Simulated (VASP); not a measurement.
# Sn: single point with PBEsol

Crystal: Sn.

```
Sn
1.0
    -1.71136    1.95728    1.95662
     1.70917   -1.95725    1.95938
     1.70973    1.95843   -1.95658
Sn
1
Cartesian
  0.0000 0.0000 0.0000
```

```json
{
 "Program": "VASP 6.6.1",
 "Task": "single point",
 "Functional": "PBEsol",
 "Potentials or basis": "VASP PAW PBE potentials, release 64 (Sn_d)",
 "Cutoff": "500 eV",
 "k mesh": "15 × 15 × 15",
 "Occupations": "gaussian, width 0.15 eV",
 "Spin": "no spin polarisation"
}
```

```json
{
 "Pressure": "0.0 GPa",
 "Band gap on the k mesh": "zero (bands 7 and 8 overlap by 9.90 eV)"
}
```

Levels at points of the mesh, in eV from the Fermi level:
```
           k point  band 3  band 4  band 5  band 6  band 7  band 8  band 9  band 10  band 11  band 12
(0.00, 0.00, 0.00)  -21.43  -21.36  -21.28  -11.37    7.59    7.59    9.16    11.27    12.25    12.25
```

It took 99 s on 1 thread of Intel(R) Xeon(R) 6975P-C (Granite Rapids), on a shared host, peak memory 0.55 GiB.

Caveat: the PAW data sets were made with another functional, which shifts forces and pressure a little; spin-orbit coupling is left out, which moves the levels of the heavy elements.
